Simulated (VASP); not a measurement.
# Y4I (Im-3m) in VASP: notebook

The runs below take Y4I through single point, relaxation of cell and atoms, with PBE.

Everything below comes from runs of VASP 6.6.1. Logs are shortened: lines on timing, memory, paths and dates and some standing lists are left out, and cuts for length are marked.

**1. The cell of the first run**

It takes space group Im-3m (No. 229, cubic). The conventional cell has a = 6.596 Å, b = 6.596 Å, c = 6.596 Å, α = 90.00°, β = 90.00°, γ = 90.00°. Within 3.8 Å of Y (site symmetry -3m) lie 2 I at 2.86 Å and 6 Y at 3.30 Å. I (site symmetry m-3m) has 8 Y at 2.86 Å within 3.8 Å.

The cell was built from a structure type or drawn by symmetry, and may not be a known phase.

**2. Single point, PBE**

File INCAR:

```
  ALGO = Normal
  EDIFF = 1E-6
  ENCUT = 520
  GGA = PE
  ISIF = 2
  ISMEAR = 0
  LASPH = T
  LCHARG = T
  LELF = T
  LREAL = F
  LVHAR = T
  LWAVE = F
  NBANDS = 34
  NELM = 60
  PREC = Accurate
  SIGMA = 0.1
```

File KPOINTS:

```
k-points
0
Gamma
  4 4 4
```

File POSCAR:

```
Y4I
1.0
   -3.2981388800      3.2981388800      3.2981388800
    3.2981388800     -3.2981388800      3.2981388800
    3.2981388800      3.2981388800     -3.2981388800
Y I
4 1
Direct
    0.0000000000      0.0000000000      0.5000000000
    0.0000000000      0.5000000000      0.0000000000
    0.5000000000      0.0000000000      0.0000000000
    0.5000000000      0.5000000000      0.5000000000
    0.0000000000      0.0000000000      0.0000000000
```

Potentials or basis: VASP PAW PBE potentials, release 64 (Y_sv, I).

Run with:

```
$ cat potpaw_PBE.64/Y_sv/POTCAR potpaw_PBE.64/I/POTCAR > POTCAR
$ mpirun -np 1 vasp_std > vasp.out
```

OUTCAR:

```text
EDIFF = 1E-6
   ENCUT = 520
   GGA = PE
   ISIF = 2
   ISMEAR = 0
   LASPH = T
   LREAL = F
   NELM = 60
   PREC = Accurate

 ion  position               nearest neighbor table
   1  0.000  0.000  0.500-   5 2.86   5 2.86   4 3.30   2 3.30   3 3.30   2 3.30   3 3.30   4 3.30

   2  0.000  0.500  0.000-   5 2.86   5 2.86   4 3.30   1 3.30   3 3.30   1 3.30   4 3.30   3 3.30

   3  0.500  0.000  0.000-   5 2.86   5 2.86   4 3.30   1 3.30   4 3.30   2 3.30   1 3.30   2 3.30

   4  0.500  0.500  0.500-   5 2.86   5 2.86   3 3.30   1 3.30   3 3.30   2 3.30   1 3.30   2 3.30

   5  0.000  0.000  0.000-   1 2.86   2 2.86   3 2.86   4 2.86   1 2.86   2 2.86   3 2.86   4 2.86

  LATTYP: Found a body centered cubic cell.
 ALAT       =     6.5962777600

  Lattice vectors:

 A1 = (  -3.2981388800,   3.2981388800,   3.2981388800)
 A2 = (   3.2981388800,  -3.2981388800,   3.2981388800)
 A3 = (   3.2981388800,   3.2981388800,  -3.2981388800)

Analysis of symmetry for initial positions (statically):
=====================================================================
 Subroutine PRICEL returns:
 Original cell was already a primitive cell.

 Routine SETGRP: Setting up the symmetry group for a
 body centered cubic supercell.

 Subroutine GETGRP returns: Found 48 space group operations
 (whereof 48 operations were pure point group operations)
 out of a pool of 48 trial point group operations.

The static configuration has the point symmetry O_h .

Analysis of symmetry for dynamics (positions and initial velocities):
=====================================================================
 Subroutine PRICEL returns:
 Original cell was already a primitive cell.

 Routine SETGRP: Setting up the symmetry group for a
 body centered cubic supercell.

 Subroutine GETGRP returns: Found 48 space group operations
 (whereof 48 operations were pure point group operations)
 out of a pool of 48 trial point group operations.

The dynamic configuration has the point symmetry O_h .

 Subroutine INISYM returns: Found 48 space group operations
 (whereof 48 operations are pure point group operations),
 and found     1 'primitive' translations

----------------------------------------------------------------------------------------

                                     Primitive cell

  volume of cell :     143.5049

  direct lattice vectors                    reciprocal lattice vectors
    -3.298138880  3.298138880  3.298138880     0.000000000  0.151600651  0.151600651
     3.298138880 -3.298138880  3.298138880     0.151600651  0.000000000  0.151600651
     3.298138880  3.298138880 -3.298138880     0.151600651  0.151600651  0.000000000

  length of vectors
     5.712544111  5.712544111  5.712544111     0.214395696  0.214395696  0.214395696

  position of ions in fractional coordinates (direct lattice)
     0.000000000  0.000000000  0.500000000
     0.000000000  0.500000000  0.000000000
     0.500000000  0.000000000  0.000000000
     0.500000000  0.500000000  0.500000000
     0.000000000  0.000000000  0.000000000

  ion indices of the primitive-cell ions
   primitive index   ion index
                 1           1
                 2           2
                 3           3
                 4           4
                 5           5

----------------------------------------------------------------------------------------

 KPOINTS: k-points

Automatic generation of k-mesh.
 Grid dimensions read from file:
 generate k-points for:    4    4    4

 Generating k-lattice:

  Cartesian coordinates                     Fractional coordinates (reciprocal lattice)
     0.000000000  0.037900163  0.037900163     0.250000000  0.000000000  0.000000000
     0.037900163  0.000000000  0.037900163     0.000000000  0.250000000  0.000000000
     0.037900163  0.037900163  0.000000000     0.000000000  0.000000000  0.250000000

  Length of vectors
     0.053598924  0.053598924  0.053598924

  Shift w.r.t. Gamma in fractional coordinates (k-lattice)
     0.000000000  0.000000000  0.000000000

 Subroutine IBZKPT returns following result:
 ===========================================

 Found      8 irreducible k-points:

 Following reciprocal coordinates:
            Coordinates               Weight
  0.000000  0.000000  0.000000      1.000000
  0.250000  0.000000  0.000000     12.000000
  0.500000  0.000000  0.000000      6.000000
  0.250000  0.250000  0.000000     24.000000
  0.250000  0.250000  0.250000      2.000000
 -0.250000  0.250000  0.250000      6.000000
  0.500000  0.500000  0.250000     12.000000
  0.500000  0.500000  0.500000      1.000000
   k-points           NKPTS =      8   k-points in BZ     NKDIM =      8   number of bands    NBANDS=     34
   number of dos      NEDOS =    301   number of ions     NIONS =      5
   total plane-waves  NPLWV =  74088
   dimension x,y,z NGX =    42 NGY =   42 NGZ =   42
   dimension x,y,z NGXF=    84 NGYF=   84 NGZF=   84
   ions per type =               4   1
   NGX,Y,Z   is equivalent  to a cutoff of  12.22, 12.22, 12.22 a.u.
   NGXF,Y,Z  is equivalent  to a cutoff of  24.45, 24.45, 24.45 a.u.
 SYSTEM =  unknown system
   PREC   = accura    normal or accurate (medium, high low for compatibility)
   ISTART =      0    job   : 0-new  1-cont  2-samecut
   ICHARG =      2    charge: 1-file 2-atom 10-const
   ISPIN  =      1    spin polarized calculation?
   LNONCOLLINEAR =      F non collinear calculations
   LSORBIT =      F    spin-orbit coupling
   LASPH  =      T    aspherical Exc in radial PAW
   ENCUT  =  520.0 eV  38.22 Ry    6.18 a.u.  10.62 10.62 10.62*2*pi/ulx,y,z
   NELM   =     60;   NELMIN=  2; NELMDL= -5     # of ELM steps
   EDIFF  = 0.1E-05   stopping-criterion for ELM
   LREAL  =      F    real-space projection
   EDIFFG = 0.1E-04   stopping-criterion for IOM
   NSW    =      0    number of steps for IOM
   IBRION =     -1    ionic relax: 0-MD 1-quasi-New 2-CG
   NFREE  =      0    steps in history (QN), initial steepest desc. (CG)
   ISIF   =      2    stress and relaxation
   ISYM   =      2    0-nonsym 1-usesym 2-fastsym
   POTIM  = 0.5000    time-step for ionic-motion
   TEBEG  =    0.0;   TEEND  =   0.0 temperature during run
   PSTRESS=    0.0 pullay stress
   NELECT =      51.0000    total number of electrons
   NUPDOWN=      -1.0000    fix difference up-down
   EMIN   =  10.00;   EMAX   =-10.00  energy-range for DOS
   EFERMI =   0.00;   METHOD = LEGACY
   ISMEAR =     0;   SIGMA  =   0.10  broadening in eV -4-tet -1-fermi 0-gaus
   EFERMI_NEDOS =   21; number of points for ismear=-14 and -15
   IALGO  =     38    algorithm
   IMIX   =      4    mixing-type and parameters
     AMIX     =   0.40;   BMIX     =  1.00
     AMIX_MAG =   1.60;   BMIX_MAG =  1.00
  volume/ion in A,a.u.               =      28.70       193.68
  Fermi-wavevector in a.u.,A,eV,Ry     =   1.159603  2.191332 18.295466  1.344679
  Thomas-Fermi vector in A             =   2.296194
   LORBIT       =      0    0 simple, 1 ext, 2 COOP (PROOUT), +10 PAW based schemes
   GGA     = PE    functional components
   LHFCALC =     F    Hartree Fock is set to
   AEXX    =    0.0000 exact exchange contribution
   IVDW    =     0    specifies the selected vdW correction
   LEPSILON=     F    determine dielectric tensor
   LRPA    =     F    only Hartree local field effects (RPA)
 non-spin polarized calculation
 Gauss-broadening in eV      SIGMA  =   0.10
  energy-cutoff  :      520.00
  volume of cell :      143.50
 maximum number of plane-waves:      3925
   NGX = 21   NGY = 21   NGZ = 21

 number of electron      50.9999999 magnetization

 Free energy of the ion-electron system (eV)
  ---------------------------------------------------
  ext. energy  EPLUGINS =         0.00000000
  ---------------------------------------------------
  free energy    TOTEN  =       -24.48066532 eV

  energy without entropy =      -24.45268661  energy(sigma->0) =      -24.46667597

 E-fermi :   4.7927     XC(G=0):  -9.8509

 val. band max:        4.7769855952   @ k =   0.5000   0.5000   0.2500
 cond. band min:       4.8000951347   @ k =  -0.2500   0.2500   0.2500
 fundamental gap:      0.0231095396
 Fermi energy:         4.7927263218

 k-point     1 :       0.0000    0.0000    0.0000
  band No.  band energies     occupation
      1     -37.8007      2.00000
      2     -37.6723      2.00000
      3     -37.6723      2.00000
      4     -37.6723      2.00000
      5     -18.3265      2.00000
      6     -18.3265      2.00000
[... 26 lines left out ...]
     33       8.2027      0.00000
     34       8.2861      0.00000

 k-point     2 :       0.2500    0.0000    0.0000
  band No.  band energies     occupation
      1     -37.7817      2.00000
      2     -37.6908      2.00000
      3     -37.6731      2.00000
      4     -37.6726      2.00000
      5     -18.3515      2.00000
      6     -18.2959      2.00000
[... 26 lines left out ...]
     33       7.5963      0.00000
     34       7.9389      0.00000

 k-point     3 :       0.5000    0.0000    0.0000
  band No.  band energies     occupation
      1     -37.7364      2.00000
      2     -37.7357      2.00000
      3     -37.6740      2.00000
      4     -37.6729      2.00000
      5     -18.3782      2.00000
      6     -18.2686      2.00000
[... 26 lines left out ...]
     33       6.9433      0.00000
     34       7.0876      0.00000

 k-point     4 :       0.2500    0.2500    0.0000
  band No.  band energies     occupation
      1     -37.7494      2.00000
      2     -37.7045      2.00000
      3     -37.7041      2.00000
      4     -37.6610      2.00000
      5     -18.4071      2.00000
      6     -18.1427      2.00000
[... 26 lines left out ...]
     33       7.1845      0.00000
     34       7.4454      0.00000

 k-point     5 :       0.2500    0.2500    0.2500
  band No.  band energies     occupation
      1     -37.7062      2.00000
      2     -37.7045      2.00000
      3     -37.7045      2.00000
      4     -37.7045      2.00000
      5     -18.2247      2.00000
      6     -18.0343      2.00000
[... 26 lines left out ...]
     33       7.1091      0.00000
     34       7.1091      0.00000

 k-point     6 :      -0.2500    0.2500    0.2500
  band No.  band energies     occupation
      1     -37.7680      2.00000
      2     -37.7038      2.00000
      3     -37.7038      2.00000
      4     -37.6429      2.00000
      5     -18.5337      2.00000
      6     -18.1680      2.00000
[... 26 lines left out ...]
     33       7.9478      0.00000
     34       8.0855      0.00000

 k-point     7 :       0.5000    0.5000    0.2500
  band No.  band energies     occupation
      1     -37.7356      2.00000
      2     -37.7353      2.00000
      3     -37.7168      2.00000
      4     -37.6308      2.00000
      5     -18.6293      2.00000
      6     -18.1251      2.00000
[... 26 lines left out ...]
     33       7.3140      0.00000
     34       7.9691      0.00000

 k-point     8 :       0.5000    0.5000    0.5000
  band No.  band energies     occupation
      1     -37.7349      2.00000
      2     -37.7349      2.00000
      3     -37.7349      2.00000
      4     -37.6133      2.00000
      5     -18.7749      2.00000
      6     -18.1170      2.00000
[... 26 lines left out ...]
     33       7.6526      0.00000
     34       7.6526      0.00000

------------------------ aborting loop because EDIFF is reached ----------------------------------------

  FORCE on cell =-STRESS in cart. coord.  units (eV):
  Direction    XX          YY          ZZ          XY          YZ          ZX
  --------------------------------------------------------------------------------------
  -------------------------------------------------------------------------------------
  Total       10.5222885     10.5222885     10.5222885      0.0000000      0.0000000     -0.0000000
  in kB      117.4773055    117.4773055    117.4773055      0.0000000      0.0000000     -0.0000000
  external PRESSURE =     117.4773055 kB  Pullay stress =       0.0000000 kB

 VOLUME and BASIS-vectors are now :
 -----------------------------------------------------------------------------
  energy-cutoff  :      520.00
  volume of cell :      143.50
      direct lattice vectors                 reciprocal lattice vectors
    -3.298138880  3.298138880  3.298138880     0.000000000  0.151600651  0.151600651
     3.298138880 -3.298138880  3.298138880     0.151600651  0.000000000  0.151600651
     3.298138880  3.298138880 -3.298138880     0.151600651  0.151600651  0.000000000

 POSITION                                       TOTAL-FORCE (eV/Angst)
 -----------------------------------------------------------------------------------
      1.64907      1.64907     -1.64907         0.000000      0.000000      0.000000
      1.64907     -1.64907      1.64907        -0.000000      0.000000     -0.000000
     -1.64907      1.64907      1.64907         0.000000     -0.000000     -0.000000
      1.64907      1.64907      1.64907        -0.000000     -0.000000     -0.000000
      0.00000      0.00000      0.00000         0.000000     -0.000000      0.000000
 -----------------------------------------------------------------------------------
    total drift:                               -0.000000     -0.000000      0.000000

  FREE ENERGIE OF THE ION-ELECTRON SYSTEM (eV)
  ---------------------------------------------------
  free  energy   TOTEN  =       -24.4806653237 eV

  energy  without entropy=      -24.4526866094  energy(sigma->0) =      -24.46667597
```

Wall time 66 s (1 thread of Intel Xeon 8259CL, shared host); peak memory 0.26 GiB.

What came out:

```
Free energy            : -24.4807 eV
Pressure               : 11.7 GPa
Band gap on the k mesh : zero (an odd number of electrons rules out a gap without spin polarisation)
```

Caveat: the cell stands under pressure; spin-orbit coupling is left out, which moves the levels of the heavy elements; an odd number of electrons without spin polarisation forces a metal; a magnetic or distorted state may lie lower.

(Part 1 of 2 ends here.)
